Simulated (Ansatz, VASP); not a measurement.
**SnTe in VASP and in Ansatz**

File POSCAR:

```
SnTe
1.0
    0.0000000000      3.1297027185      3.1297027185
    3.1297027185      0.0000000000      3.1297027185
    3.1297027185      3.1297027185      0.0000000000
Te Sn
1 1
Direct
    0.5000000000      0.5000000000      0.5000000000
    0.0000000000      0.0000000000      0.0000000000
```

INCAR.step1

```
ALGO = Normal ; EDIFF = 1E-5
ENCUT = 520 ; GGA = PE
ISIF = 2 ; ISMEAR = -1
LASPH = True ; LCHARG = False
LREAL = False ; LWAVE = True
NBANDS = 17 ; NELM = 60
PREC = Accurate ; SIGMA = 0.05
```

INCAR.step2

```
AEXX = 0.25 ; ALGO = Normal
EDIFF = 1E-6 ; ENCUT = 520
GGA = PS ; HFSCREEN = 0.207
ISIF = 2 ; ISMEAR = -1
ISTART = 1 ; LASPH = True
LCHARG = False ; LHFCALC = True
LREAL = False ; LWAVE = False
NBANDS = 17 ; NELM = 60
PREC = Accurate ; PRECFOCK = Normal
SIGMA = 0.05
```

The input KPOINTS:

```
k-points
0
Gamma
  4 4 4
```

input.yaml

```yaml
crystal:
  lattice:
    - [0.0, 3.1297027185, 3.1297027185]
    - [3.1297027185, 0.0, 3.1297027185]
    - [3.1297027185, 3.1297027185, 0.0]
  atoms:
    - { symbol: Te, position: [0.5, 0.5, 0.5] }
    - { symbol: Sn, position: [0.0, 0.0, 0.0] }
hamiltonian:
  xc:
    exchange: hjs_pbesol
    correlation: pbesol
    exx: { coeff: 0.25, omega: 0.207 }
  pseudopotentials: { kind: paw }
kpoints:
  mp_grid: { grid: [4, 4, 4] }
scf:
  occupations: { method: fermi_dirac, width: 0.05 }
output:
  forces: true
  stress: true
  eigenvalues: true
  write_density: true
  write_potential: true
  elf: true
  volumetric_format: npy
```

Alike in both runs: task single point; functional PBEsol-based screened hybrid with a share of 0.25 of exact exchange and HFSCREEN = 0.207; k mesh 4 × 4 × 4; occupations fermi-dirac, width 0.05 eV; no spin polarisation.

|  | VASP | Ansatz |
| --- | --- | --- |
| version | VASP 6.6.1 | Ansatz 0.2.0 |
| potentials or method | VASP PAW PBE potentials, release 64 (Te, Sn_d) | Ansatz PAW |
| plane-wave cutoff (eV) | 520 | 420 |
| valence electrons in the cell | 20 | 30 |

VASP gave:

- pressure (GPa): -0.4

Task: Estimate Ansatz's values.

Result: Pressure (GPa): 0.1.

VASP's potentials were made for PBE, not for PBEsol-based screened hybrid. VASP's potentials hold 20 valence electrons a cell and Ansatz's 30, so a difference there can come from the potentials and not from the codes.

The k mesh is coarse, so the values compare programs but aren't converged. Neither program's run includes spin-orbit coupling.
